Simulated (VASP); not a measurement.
# CdS (Fm-3m) in VASP: single point with LDA

Aim: the single point of CdS with LDA.

Program: VASP 6.6.1. These are calculated values, not measurements. Logs are shortened: lines on timing, memory, paths and dates and some standing lists are left out, and cuts for length are marked.

**1. The cell of the first run**

The structure is cubic, space group Fm-3m (No. 225). The conventional cell has a = 5.506 Å, b = 5.506 Å, c = 5.506 Å, α = 90.00°, β = 90.00°, γ = 90.00°. Cd (site symmetry m-3m) has 6 S at 2.75 Å within 3.6 Å. S (site symmetry m-3m) has 6 Cd at 2.75 Å within 3.6 Å.

**2. Single point, LDA**

INCAR reads:

```
SYSTEM = CdS
PREC = Accurate ; ENCUT = 500
EDIFF = 1E-6 ; ISMEAR = 0
SIGMA = 0.01 ; LREAL = .FALSE.
LASPH = .TRUE. ; NELM = 120
ALGO = Normal ; ISIF = 2
LWAVE = .FALSE. ; LCHARG = .TRUE.
GGA = CA ; LELF = .TRUE.
LVHAR = .TRUE. ; NBANDS = 16
GGA_COMPAT = .FALSE.
```

KPOINTS reads:

```
regular mesh
0
G
  3 3 3
  0 0 0
```

POSCAR reads:

```
CdS
1.0
    3.8936750000      0.0000000000      0.0000000000
    1.9468375000      3.3720214641      0.0000000000
    1.9468375000      1.1240071547      3.1791723247
Cd S
1 1
Direct
    0.0000000000      0.0000000000      0.0000000000
    0.5000000000      0.5000000000      0.5000000000
```

Potentials or basis: VASP PAW LDA potentials, release 64 (Cd, S).

Command:

```
$ cat potpaw_LDA.64/Cd/POTCAR potpaw_LDA.64/S/POTCAR > POTCAR
$ mpirun -np 1 vasp_std > vasp.out
```

OUTCAR:

```text
SYSTEM = CdS
   PREC = Accurate
   ENCUT = 500
   EDIFF = 1E-6
   ISMEAR = 0
   LREAL = .FALSE.
   LASPH = .TRUE.
   NELM = 120
   ISIF = 2
   GGA = CA

 ion  position               nearest neighbor table
   1  0.000  0.000  0.000-   2 2.75   2 2.75   2 2.75   2 2.75   2 2.75   2 2.75
   2  0.500  0.500  0.500-   1 2.75   1 2.75   1 2.75   1 2.75   1 2.75   1 2.75

  LATTYP: Found a face centered cubic cell.
 ALAT       =     5.5064879925

  Lattice vectors:

 A1 = (   3.8936750000,   0.0000000000,   0.0000000000)
 A2 = (   1.9468375000,   3.3720214641,   0.0000000000)
 A3 = (   1.9468375000,   1.1240071547,   3.1791723247)

Analysis of symmetry for initial positions (statically):
=====================================================================
 Subroutine PRICEL returns:
 Original cell was already a primitive cell.

 Routine SETGRP: Setting up the symmetry group for a
 face centered cubic supercell.

 Subroutine GETGRP returns: Found 48 space group operations
 (whereof 48 operations were pure point group operations)
 out of a pool of 48 trial point group operations.

The static configuration has the point symmetry O_h .

Analysis of symmetry for dynamics (positions and initial velocities):
=====================================================================
 Subroutine PRICEL returns:
 Original cell was already a primitive cell.

 Routine SETGRP: Setting up the symmetry group for a
 face centered cubic supercell.

 Subroutine GETGRP returns: Found 48 space group operations
 (whereof 48 operations were pure point group operations)
 out of a pool of 48 trial point group operations.

The dynamic configuration has the point symmetry O_h .

 Subroutine INISYM returns: Found 48 space group operations
 (whereof 48 operations are pure point group operations),
 and found     1 'primitive' translations

----------------------------------------------------------------------------------------

                                     Primitive cell

  volume of cell :      41.7411

  direct lattice vectors                    reciprocal lattice vectors
     3.893675000  0.000000000  0.000000000     0.256826777 -0.148279009 -0.104849093
     1.946837500  3.372021464  0.000000000     0.000000000  0.296558017 -0.104849093
     1.946837500  1.124007155  3.179172325     0.000000000  0.000000000  0.314547278

  length of vectors
     3.893675000  3.893675000  3.893675000     0.314547278  0.314547278  0.314547278

  position of ions in fractional coordinates (direct lattice)
     0.000000000  0.000000000  0.000000000
     0.500000000  0.500000000  0.500000000

  ion indices of the primitive-cell ions
   primitive index   ion index
                 1           1
                 2           2

----------------------------------------------------------------------------------------

 KPOINTS: regular mesh

Automatic generation of k-mesh.
 Grid dimensions read from file:
 generate k-points for:    3    3    3

 Generating k-lattice:

  Cartesian coordinates                     Fractional coordinates (reciprocal lattice)
     0.085608926 -0.049426336 -0.034949698     0.333333333  0.000000000  0.000000000
     0.000000000  0.098852672 -0.034949698     0.000000000  0.333333333  0.000000000
     0.000000000  0.000000000  0.104849093     0.000000000  0.000000000  0.333333333

  Length of vectors
     0.104849093  0.104849093  0.104849093

  Shift w.r.t. Gamma in fractional coordinates (k-lattice)
     0.000000000  0.000000000  0.000000000

 Subroutine IBZKPT returns following result:
 ===========================================

 Found      4 irreducible k-points:

 Following reciprocal coordinates:
            Coordinates               Weight
  0.000000  0.000000  0.000000      1.000000
  0.333333  0.000000 -0.000000      8.000000
  0.333333  0.333333  0.000000      6.000000
 -0.333333  0.333333  0.000000     12.000000
   k-points           NKPTS =      4   k-points in BZ     NKDIM =      4   number of bands    NBANDS=     16
   number of dos      NEDOS =    301   number of ions     NIONS =      2
   total plane-waves  NPLWV =  21952
   dimension x,y,z NGX =    28 NGY =   28 NGZ =   28
   dimension x,y,z NGXF=    56 NGYF=   56 NGZF=   56
   ions per type =               1   1
   NGX,Y,Z   is equivalent  to a cutoff of  11.95, 11.95, 11.95 a.u.
   NGXF,Y,Z  is equivalent  to a cutoff of  23.91, 23.91, 23.91 a.u.
 SYSTEM =  CdS
   PREC   = accura    normal or accurate (medium, high low for compatibility)
   ISTART =      0    job   : 0-new  1-cont  2-samecut
   ICHARG =      2    charge: 1-file 2-atom 10-const
   ISPIN  =      1    spin polarized calculation?
   LNONCOLLINEAR =      F non collinear calculations
   LSORBIT =      F    spin-orbit coupling
   LASPH  =      T    aspherical Exc in radial PAW
   ENCUT  =  500.0 eV  36.75 Ry    6.06 a.u.   7.10  7.10  7.10*2*pi/ulx,y,z
   NELM   =    120;   NELMIN=  2; NELMDL= -5     # of ELM steps
   EDIFF  = 0.1E-05   stopping-criterion for ELM
   LREAL  =      F    real-space projection
   EDIFFG = 0.1E-04   stopping-criterion for IOM
   NSW    =      0    number of steps for IOM
   IBRION =     -1    ionic relax: 0-MD 1-quasi-New 2-CG
   NFREE  =      0    steps in history (QN), initial steepest desc. (CG)
   ISIF   =      2    stress and relaxation
   ISYM   =      2    0-nonsym 1-usesym 2-fastsym
   POTIM  = 0.5000    time-step for ionic-motion
   TEBEG  =    0.0;   TEEND  =   0.0 temperature during run
   PSTRESS=    0.0 pullay stress
   NELECT =      18.0000    total number of electrons
   NUPDOWN=      -1.0000    fix difference up-down
   EMIN   =  10.00;   EMAX   =-10.00  energy-range for DOS
   EFERMI =   0.00;   METHOD = LEGACY
   ISMEAR =     0;   SIGMA  =   0.01  broadening in eV -4-tet -1-fermi 0-gaus
   EFERMI_NEDOS =   21; number of points for ismear=-14 and -15
   IALGO  =     38    algorithm
   IMIX   =      4    mixing-type and parameters
     AMIX     =   0.40;   BMIX     =  1.00
     AMIX_MAG =   1.60;   BMIX_MAG =  1.00
  volume/ion in A,a.u.               =      20.87       140.84
  Fermi-wavevector in a.u.,A,eV,Ry     =   1.236833  2.337275 20.813583  1.529755
  Thomas-Fermi vector in A             =   2.371425
   LORBIT       =      0    0 simple, 1 ext, 2 COOP (PROOUT), +10 PAW based schemes
   GGA     = CA    functional components
   LHFCALC =     F    Hartree Fock is set to
   AEXX    =    0.0000 exact exchange contribution
   IVDW    =     0    specifies the selected vdW correction
   LEPSILON=     F    determine dielectric tensor
   LRPA    =     F    only Hartree local field effects (RPA)
 non-spin polarized calculation
 Gauss-broadening in eV      SIGMA  =   0.01
  energy-cutoff  :      500.00
  volume of cell :       41.74
 maximum number of plane-waves:      1067
   NGX = 15   NGY = 15   NGZ = 15

 number of electron      17.9999990 magnetization

 Free energy of the ion-electron system (eV)
  ---------------------------------------------------
  ext. energy  EPLUGINS =         0.00000000
  ---------------------------------------------------
  free energy    TOTEN  =        -6.88264532 eV

  energy without entropy =       -6.88264532  energy(sigma->0) =       -6.88264532

 E-fermi :   2.5875     XC(G=0): -10.6423

 val. band max:        2.4930043156   @ k =   0.3333   0.0000  -0.0000
 cond. band min:       3.2068542795   @ k =   0.0000   0.0000   0.0000
 fundamental gap:      0.7138499639
 Fermi energy:         2.5875234012

 k-point     1 :       0.0000    0.0000    0.0000
  band No.  band energies     occupation
      1      -9.9615      2.00000
      2      -5.1275      2.00000
      3      -5.1275      2.00000
      4      -5.1275      2.00000
      5      -5.1244      2.00000
      6      -5.1244      2.00000
[... 8 lines left out ...]
     15      13.5571      0.00000
     16      13.6688      0.00000

 k-point     2 :       0.3333    0.0000   -0.0000
  band No.  band energies     occupation
      1      -9.1637      2.00000
      2      -5.3362      2.00000
      3      -5.3362      2.00000
      4      -5.2515      2.00000
      5      -4.9794      2.00000
      6      -4.9794      2.00000
[... 8 lines left out ...]
     15      14.1687      0.00000
     16      14.1687      0.00000

 k-point     3 :       0.3333    0.3333    0.0000
  band No.  band energies     occupation
      1      -9.1967      2.00000
      2      -5.2417      2.00000
      3      -5.0452      2.00000
      4      -4.9746      2.00000
      5      -4.9476      2.00000
      6      -4.9476      2.00000
[... 8 lines left out ...]
     15      16.0958      0.00000
     16      17.9511      0.00000

 k-point     4 :      -0.3333    0.3333    0.0000
  band No.  band energies     occupation
      1      -8.8879      2.00000
      2      -5.2605      2.00000
      3      -5.2305      2.00000
      4      -5.0603      2.00000
      5      -4.9227      2.00000
      6      -4.6166      2.00000
[... 8 lines left out ...]
     15      14.6863      0.00000
     16      17.9312      0.00000

------------------------ aborting loop because EDIFF is reached ----------------------------------------

  FORCE on cell =-STRESS in cart. coord.  units (eV):
  Direction    XX          YY          ZZ          XY          YZ          ZX
  --------------------------------------------------------------------------------------
  -------------------------------------------------------------------------------------
  Total       -1.3336031     -1.3336031     -1.3336031     -0.0000000     -0.0000000     -0.0000000
  in kB      -51.1885800    -51.1885800    -51.1885800     -0.0000000     -0.0000000     -0.0000000
  external PRESSURE =     -51.1885800 kB  Pullay stress =       0.0000000 kB

 VOLUME and BASIS-vectors are now :
 -----------------------------------------------------------------------------
  energy-cutoff  :      500.00
  volume of cell :       41.74
      direct lattice vectors                 reciprocal lattice vectors
     3.893675000  0.000000000  0.000000000     0.256826777 -0.148279009 -0.104849093
     1.946837500  3.372021464  0.000000000     0.000000000  0.296558017 -0.104849093
     1.946837500  1.124007155  3.179172325     0.000000000  0.000000000  0.314547278

 POSITION                                       TOTAL-FORCE (eV/Angst)
 -----------------------------------------------------------------------------------
      0.00000      0.00000      0.00000         0.000000     -0.000000      0.000000
      3.89367      2.24801      1.58959        -0.000000      0.000000      0.000000
 -----------------------------------------------------------------------------------
    total drift:                                0.000000      0.000000      0.000000

  FREE ENERGIE OF THE ION-ELECTRON SYSTEM (eV)
  ---------------------------------------------------
  free  energy   TOTEN  =        -6.8826453176 eV

  energy  without entropy=       -6.8826453176  energy(sigma->0) =       -6.88264532
```

It took 9.7 s on 1 thread of AMD EPYC 7R13, shared host; peak memory 0.1 GiB.

What came out:

- Free energy: -6.8826 eV
- Pressure: -5.1 GPa
- Band gap on the k mesh: 0.71 eV, indirect (least direct gap 1.22 eV)

Levels at points of the mesh, in eV from the valence-band top:
```
           k point  band 6  band 7  band 8  band 9  band 10  band 11  band 12  band 13
(0.00, 0.00, 0.00)   -7.62   -0.50   -0.50   -0.50     0.71     9.26     9.26     9.26
```

Caveat: the k points lie up to 0.66 Å⁻¹ apart. A k mesh can miss the band edges.
